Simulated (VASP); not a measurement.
## Si2Mo: relaxation of cell and atoms with PBEsol+U

Si2Mo:

```
Mo Si
1.0
     4.58547    0.00000    0.00000
    -2.29274    3.97113    0.00000
     0.00000    0.00000    6.57976
Mo Si
3 6
Direct
  0.50000 0.50000 0.83333
  0.00000 0.50000 0.16667
  0.50000 0.00000 0.50000
  0.16387 0.32775 0.50000
  0.67225 0.83613 0.16667
  0.83613 0.16387 0.83333
  0.83613 0.67225 0.50000
  0.32775 0.16387 0.16667
  0.16387 0.83613 0.83333
```

```
Program                : VASP 6.6.1
Task                   : relaxation of cell and atoms
Functional             : PBEsol
Potentials or basis    : VASP PAW PBE potentials, release 64 (Mo_sv, Si)
Cutoff                 : 500 eV
k mesh                 : 7 × 7 × 4
Occupations            : fermi-dirac, width 0.05 eV
Spin                   : no spin polarisation
Hubbard terms          : Mo d U = 4.0 eV
Dipole correction      : no
Further INCAR settings : ALGO = Normal; EDIFF = 1e-07; IBRION = 2; EDIFFG = -0.01; NSW = 60; ISIF = 3
```

| Property | Result |
| --- | --- |
| Relaxed volume | 13.39 Å³/atom |
| Relaxed cell | a = 4.598 Å, b = 4.598 Å, c = 6.583 Å, α = 90.00°, β = 90.00°, γ = 120.00° |
| Space group after relaxing (to 0.1 Å) | P6_222 (No. 180) |
| Energy gained by relaxing | 0.4 meV/atom |
| Ionic steps | 4 |
| Pressure after relaxing | 0.0 GPa |
| Largest force after relaxing | 0.008 eV/Å |
| Band gap on the k mesh | 0.59 eV (least direct gap 0.96 eV) |

Forces on the atoms (eV/Å):
```
Mo   0.000  0.000  0.000
Mo   0.000  0.000  0.000
Mo   0.000  0.000  0.000
Si   0.000 -0.008  0.000
Si   0.007  0.004  0.000
Si   0.007 -0.004  0.000
Si   0.000  0.008  0.000
Si  -0.007 -0.004  0.000
Si  -0.007  0.004  0.000
```

Step by step:
```tsv
step	energy change (eV)	largest force (eV/Å)	pressure (GPa)	volume (Å³)
1	0.0000	0.0319	1.24	119.81
2	0.0033	0.0068	-1.88	121.61
3	-0.0029	0.0215	-0.05	120.54
4	-0.0032	0.0084	0.00	120.52
```

Final structure:
```
Mo Si
1.0
     4.59783    0.00000    0.00000
    -2.29892    3.98184    0.00000
     0.00000    0.00000    6.58319
Mo Si
3 6
Direct
  0.50000 0.50000 0.83333
  0.00000 0.50000 0.16667
  0.50000 0.00000 0.50000
  0.16367 0.32735 0.50000
  0.67265 0.83633 0.16667
  0.83633 0.16367 0.83333
  0.83633 0.67265 0.50000
  0.32735 0.16367 0.16667
  0.16367 0.83633 0.83333
```

Levels at points of the mesh, in eV from the valence-band top:
```csv
k point,band 31,band 32,band 33,band 34,band 35,band 36
"(0.00, 0.00, 0.00)",-2.49,-1.95,-0.79,2.53,2.53,2.53
"(0.00, 0.00, 0.50)",-1.96,-0.62,-0.62,2.03,2.56,2.56
```

Eigenvalues of the final occupation matrices:
| site | spin | trace | eigenvalues |
| --- | --- | --- | --- |
| site 1 d | 1 | 2.11 | 0.32 0.38 0.44 0.45 0.52 |
| site 1 d | 2 | 2.11 | 0.32 0.38 0.44 0.45 0.52 |
| site 2 d | 1 | 2.11 | 0.32 0.38 0.44 0.45 0.52 |
| site 2 d | 2 | 2.11 | 0.32 0.38 0.44 0.45 0.52 |
| site 3 d | 1 | 2.11 | 0.32 0.38 0.44 0.45 0.52 |
| site 3 d | 2 | 2.11 | 0.32 0.38 0.44 0.45 0.52 |

Wall time 2.5 min on 1 thread of Intel(R) Xeon(R) 6975P-C (Granite Rapids), with other jobs on the host, peak memory 0.29 GiB.

Caveat: the PAW data sets were made with another functional, which shifts forces and pressure a little; an odd mesh through Γ misses points on the zone boundary, where band edges can lie; the U is typed as a test and isn't derived for this compound.
